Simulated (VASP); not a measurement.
Crystal: Ru.

```
Ru
1.0
     2.69744    0.00000    0.00000
    -1.34872    2.33605    0.00000
     0.00000    0.00000    4.36985
Ru
2
Direct
  0.33333 0.66667 0.25000
  0.66667 0.33333 0.75000
```

* Program: VASP 6.6.1
* Task: relaxation of cell and atoms
* Functional: PBE
* Potentials or basis: VASP PAW PBE potentials, release 64 (Ru_pv)
* Cutoff: 500 eV
* k mesh: 17 × 17 × 10
* Occupations: fermi-dirac, width 0.05 eV
* Spin: no spin polarisation

At the start: pressure -0.1 GPa; volume 13.77 Å³/atom.

Problem. How do energy, volume and symmetry change on relaxing?

Solution. Over 8 steps the energy falls by 8.4 meV/atom; space group P6_3/mmc (No. 194, to 0.05 Å).

The path:
```csv
step,energy change (eV),largest force (eV/Å),pressure (GPa),volume (Å³)
1,0.0000,0.0000,-0.14,27.54
2,-0.0049,0.0000,1.23,27.47
3,-0.0168,0.0000,0.33,27.50
4,-0.0168,0.0000,0.35,27.50
5,-0.0166,0.0000,-0.87,27.61
6,-0.0169,0.0000,0.01,27.53
7,-0.0169,0.0000,0.01,27.53
8,-0.0169,0.0000,0.00,27.53
```

Final structure:
```xyz
2
Lattice="2.7207 0.0000 0.0000 -1.3603 2.3562 0.0000 0.0000 0.0000 4.2952" Properties=species:S:1:pos:R:3 pbc="T T T"
Ru    0.0000    1.5708    1.0738
Ru    1.3603    0.7854    3.2214
```
